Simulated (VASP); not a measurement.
LiCa16, 17 atoms in the cell. The cell holds a slab with vacuum, 17 atoms: a = 11.160 Å, b = 7.891 Å, c = 16.918 Å, α = 90.00°, β = 90.00°, γ = 90.00°. 

| Item | Value |
| --- | --- |
| Program | VASP 6.6.1 |
| Task | single point |
| Functional | PBE |
| Dispersion | D3(BJ) |
| Potentials or basis | VASP PAW PBE potentials, release 64 (Ca_sv, Li_sv) |
| Cutoff | 520 eV |
| k mesh | 2 × 2 × 1 |
| Occupations | gaussian, width 0.15 eV |
| Spin | no spin polarisation |
| Dipole correction | no |
| Further INCAR settings | LREAL = Auto; ALGO = Normal; EDIFF = 1e-06; NBANDS = 96 |

Potentials or basis: VASP PAW PBE potentials, release 64 (Ca_sv, Li_sv).

Command:

```sh
$ cat potpaw_PBE.64/Ca_sv/POTCAR potpaw_PBE.64/Li_sv/POTCAR > POTCAR
$ mpirun -np 1 vasp_std > vasp.out
```

Hardware: 1 thread of Intel(R) Xeon(R) 6975P-C (Granite Rapids), with other jobs on the host.

**Question.** Estimate the wall time of this run.

**Answer.** Wall time 21 min on 1 thread of Intel(R) Xeon(R) 6975P-C (Granite Rapids), on a shared host, peak memory 1.2 GiB. Counts: scf iterations 20, k points 4.
